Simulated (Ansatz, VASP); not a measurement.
**Au: VASP beside Ansatz**

INCAR

```
SYSTEM = Au
  PREC = Accurate
  ENCUT = 520
  EDIFF = 1E-6
  ISMEAR = 0
  SIGMA = 0.15
  LREAL = .False.
  LASPH = .True.
  NELM = 60
  ALGO = Fast
  ISIF = 2
  LWAVE = .False.
  LCHARG = .True.
  GGA = PS
  LELF = .True.
  LVHAR = .True.
  NBANDS = 18
```

File KPOINTS:

```
regular mesh
0
Gamma
  24 24 12
  0 0 0
```

POSCAR

```
Au
1.0
    1.4100150311     -2.5673431609      0.0000000000
    1.4100150311      2.5673431609      0.0000000000
    0.0000000000      0.0000000000      4.8006775662
Au
2
Direct
    0.6638639510      0.3361360490      0.2500000000
    0.3361360490      0.6638639510      0.7500000000
```

Input for Ansatz:

```yaml
crystal:
  lattice:
    - [1.4100150311, -2.5673431609, 0.0]
    - [1.4100150311, 2.5673431609, 0.0]
    - [0.0, 0.0, 4.8006775662]
  atoms:
    - { symbol: Au, position: [0.663863951, 0.336136049, 0.25] }
    - { symbol: Au, position: [0.336136049, 0.663863951, 0.75] }
basis:
  ecutwfc: 420
kpoints:
  mp_grid: { grid: [24, 24, 12] }
hamiltonian:
  xc: pbesol
scf:
  occupations: { method: gaussian, width: 0.15 }
output:
  forces: true
  stress: true
  eigenvalues: true
```

Change from the starting cell: strain +0.0200 x Voigt [0, 1, 0, 0, 0, 0], atoms carried along.

Alike in both runs: task single point; functional PBEsol; k mesh 24 × 24 × 12; occupations gaussian, width 0.15 eV; no spin polarisation.

|  | VASP | Ansatz |
| --- | --- | --- |
| version | VASP 6.6.1 | Ansatz 0.2.0 |
| potentials or method | VASP PAW PBE potentials, release 64 (Au), cutoff 520 eV | scalar-relativistic, plane waves, PAW |
| valence electrons in the cell | 22 | 38 |

Ansatz gave:

```
gap on the k mesh at the Fermi level (eV)                     : none
pressure (GPa)                                                : -3.1
traceless stress, the component that is largest in VASP (GPa) : -1.44
rms of the force components (eV/Å)                            : 0.011
```

Estimate VASP's values.

gap on the k mesh at the Fermi level (eV): none; pressure (GPa): -3.3; traceless stress, the component that is largest in VASP (GPa): -1.43; rms of the force components (eV/Å): 0.011.

VASP's potentials were made for PBE, not for PBEsol. Atom by atom the forces differ by 0.000 eV/Å (rms over components). A gap of «none» marks a metal or a gap that the smearing closes. With one functional, cell and mesh, what is left measures potentials, basis and numerics. VASP's potentials hold 22 valence electrons a cell and Ansatz's 38, so a difference there can come from the potentials and not from the codes.

Spin-orbit coupling is off throughout.
